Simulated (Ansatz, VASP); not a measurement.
**One calculation of Au, two programs**

Contents of INCAR:

```
ALGO = Fast ; EDIFF = 1E-6
ENCUT = 520 ; GGA = PE
ISIF = 2 ; ISMEAR = 0
LASPH = T ; LCHARG = F
LREAL = F ; LWAVE = F
NBANDS = 12 ; NELM = 100
PREC = Accurate ; SIGMA = 0.15
```

Contents of KPOINTS:

```
k-points
0
Gamma
  24 24 24
```

Contents of POSCAR:

```
Au
1.0
    0.0000000000      2.0166676752      2.1414100056
    2.0166676752      0.0000000000      2.1414100056
    2.0166676752      2.0166676752      0.0000000000
Au
1
Direct
    0.0000000000      0.0000000000      0.0000000000
```

Input for Ansatz:

```yaml
crystal:
  lattice:
    - [0.0, 2.0166676752, 2.1414100056]
    - [2.0166676752, 0.0, 2.1414100056]
    - [2.0166676752, 2.0166676752, 0.0]
  atoms:
    - { symbol: Au, position: [0.0, 0.0, 0.0] }
basis:
  ecutwfc: 420
kpoints:
  mp_grid: { grid: [24, 24, 24] }
hamiltonian:
  xc: pbe
scf:
  occupations: { method: gaussian, width: 0.15 }
output:
  forces: true
  stress: true
  eigenvalues: true
```

Change from the starting cell: strain -0.030 along x and y, +0.030 along z, atoms carried along.

Alike in both runs: task single point; functional PBE; k mesh 24 × 24 × 24; occupations gaussian, width 0.15 eV; no spin polarisation.

|  | VASP | Ansatz |
| --- | --- | --- |
| version | VASP 6.6.1 | Ansatz 0.2.0 |
| potentials or method | VASP PAW PBE potentials, release 64 (Au), cutoff 520 eV | scalar-relativistic, plane waves, PAW |
| valence electrons in the cell | 11 | 19 |

```tsv
	VASP	Ansatz	Ansatz less VASP
gap on the k mesh at the Fermi level (eV)	none	none	-
pressure (GPa)	4.7	4.9	+0.20
traceless stress, the component that is largest in VASP (GPa)	-1.57	-1.57	+0.004
```

A gap of «none» marks a metal or a gap that the smearing closes. VASP's potentials hold 11 valence electrons a cell and Ansatz's 19, so a difference there can come from the potentials and not from the codes.

Neither program's run includes spin-orbit coupling.
